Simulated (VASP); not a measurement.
**AlP: density of states with PBE**

AlP:

```xyz
2
Lattice="0.0000 2.7255 2.7255 2.7255 0.0000 2.7255 2.7255 2.7255 0.0000" Properties=species:S:1:pos:R:3 pbc="T T T"
Al    0.0000    0.0000    0.0000
P     1.3627    1.3627    1.3627
```

```json
{
  "Program": "VASP 6.6.1",
  "Task": "density of states",
  "Functional": "PBE",
  "Potentials or basis": "VASP PAW PBE potentials, release 64 (Al, P)",
  "Cutoff": "400 eV",
  "k mesh": "6 × 6 × 6",
  "Occupations": "fermi-dirac, width 0.01 eV",
  "Spin": "no spin polarisation",
  "Dipole correction": "no",
  "k mesh for the DOS": "9 × 9 × 9",
  "Occupations for the DOS": "tetrahedron",
  "Further INCAR settings": "ALGO = Normal; EDIFF = 1e-06"
}
```

The valence electrons inside the program's atomic spheres are Al 0.78; P 2.61.

Levels at points of the mesh, in eV from the valence-band top:
```csv
k point,band 1,band 2,band 3,band 4,band 5,band 6,band 7,band 8
"(0.00, 0.00, 0.00)",-11.53,0.00,0.00,0.00,3.35,4.57,4.57,4.57
```

Run time: 6.3 s on 1 thread of Intel(R) Xeon(R) 6975P-C (Granite Rapids), on a shared host, peak memory 0.15 GiB.
